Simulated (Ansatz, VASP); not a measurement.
TaN: VASP beside Ansatz

```
Ta N
1.0
     2.93800   -0.08814    0.00000
    -1.54533    2.58845    0.00000
     0.00000    0.00000    2.88300
Ta N
1 1
Cartesian
  -0.0509 1.6963 1.4415
  0.0000 0.0000 0.0000
```

Change from the starting cell: strain -0.0600 x Voigt [0, 0, 0, 0, 0, 1], atoms carried along.

Alike in both runs: task single point; functional PBEsol; k mesh 18 × 18 × 16; occupations gaussian, width 0.15 eV; no spin polarisation.

|  | VASP | Ansatz |
| --- | --- | --- |
| version | VASP 6.6.1 | Ansatz 0.2.0 |
| potentials or method | VASP PAW PBE potentials, release 64 (Ta_pv, N), cutoff 520 eV | scalar-relativistic, plane waves, PAW |
| valence electrons in the cell | 16 | 18 |

Ansatz gave:

| Property | Result |
| --- | --- |
| gap on the k mesh at the Fermi level (eV) | none |
| pressure (GPa) | -3.9 |
| traceless stress, the component that is largest in VASP (GPa) | 14.05 |
| rms of the force components (eV/Å) | 0.063 |

**Question.** What did VASP give for the same quantities?

**Answer.** gap on the k mesh at the Fermi level (eV): none; pressure (GPa): -3.1; traceless stress, the component that is largest in VASP (GPa): 14.08; rms of the force components (eV/Å): 0.067.

VASP's potentials were made for PBE, not for PBEsol. Atom by atom the forces differ by 0.005 eV/Å (rms over components). A gap of «none» marks a metal or a gap that the smearing closes. VASP's potentials hold 16 valence electrons a cell and Ansatz's 18, so a difference there can come from the potentials and not from the codes.

Spin-orbit coupling is off throughout.
